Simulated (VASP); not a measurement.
Write the native input for VASP 6.6.1 that does the following.

- Task: single point
- Functional: PBEsol
- Potentials or basis: VASP PAW PBE potentials, release 64 (W_sv, C)
- Cutoff: 520 eV
- k mesh: 6 × 6 × 6
- Occupations: gaussian, width 0.1 eV
- Spin: no spin polarisation
- Dipole correction: no
- Further INCAR settings: ALGO = Normal; EDIFF = 1e-07; NBANDS = 16

The structure of WC lies in POSCAR:

```
WC
1.0
    2.9005014360      0.0000000000      0.0000000000
   -1.4502507180      2.5119079273      0.0000000000
    0.0000000000      0.0000000000      2.8290000000
W C
1 1
Direct
    0.0000000000      0.0000000000      0.0000000000
    0.6666666667      0.3333333333      0.5000000000
```

One way to write it, as run:

INCAR

```
SYSTEM = WC
ALGO = Normal
EDIFF = 1E-7
ENCUT = 520
GGA = PS
ISIF = 2
ISMEAR = 0
LASPH = .TRUE.
LCHARG = .FALSE.
LREAL = .FALSE.
LWAVE = .FALSE.
NBANDS = 16
NELM = 60
PREC = Accurate
SIGMA = 0.1
```

KPOINTS

```
k-points
0
G
  6 6 6
  0 0 0
```

Potentials or basis: VASP PAW PBE potentials, release 64 (W_sv, C).

Launch:

```console
$ cat potpaw_PBE.64/W_sv/POTCAR potpaw_PBE.64/C/POTCAR > POTCAR
$ mpirun -np 1 vasp_std > vasp.out
```

Results of the run:

- Pressure: 0.6 GPa
- Band gap on the k mesh: zero (band 9 reaches 11.63 eV, above the bottom of band 10 at 10.42 eV)

Caveat: the k points lie up to 0.42 Å⁻¹ apart; the PAW data sets were made with another functional, which shifts forces and pressure a little; spin-orbit coupling is left out, which moves the levels of the heavy elements.

It took 7.4 s on 1 thread of AMD EPYC 7R13 Processor (Zen 3), with other jobs on the host, peak memory 0.11 GiB.
